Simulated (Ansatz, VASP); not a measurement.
# Si in VASP and in Ansatz

```
CELL_PARAMETERS angstrom
0.00000 2.72035 2.72035
2.72035 0.00000 2.72035
2.72035 2.72035 0.00000
ATOMIC_POSITIONS crystal
Si 0.75000 0.75000 0.75000
Si 0.50000 0.50000 0.50000
```

Alike in both runs: functional HSE06; k mesh 6 × 6 × 6; occupations gaussian, width 0.02 eV; no spin polarisation.

Ansatz relaxed the structure, and its values are those at the end. VASP's run is a single point on that final structure, the one shown.

|  | VASP | Ansatz |
| --- | --- | --- |
| version | VASP 6.6.1 | Ansatz 0.2.0 |
| potentials or method | VASP PAW PBE potentials, release 64 (Si), cutoff 520 eV | scalar-relativistic, plane waves, PAW |
| valence electrons in the cell | 8 | 8 |

```csv
,VASP,Ansatz,Ansatz less VASP
gap on the k mesh at the Fermi level (eV),1.30,1.29,-0.013
least direct gap on the mesh (eV),3.32,3.31,-0.010
pressure (GPa),-0.3,0.0,+0.34
```
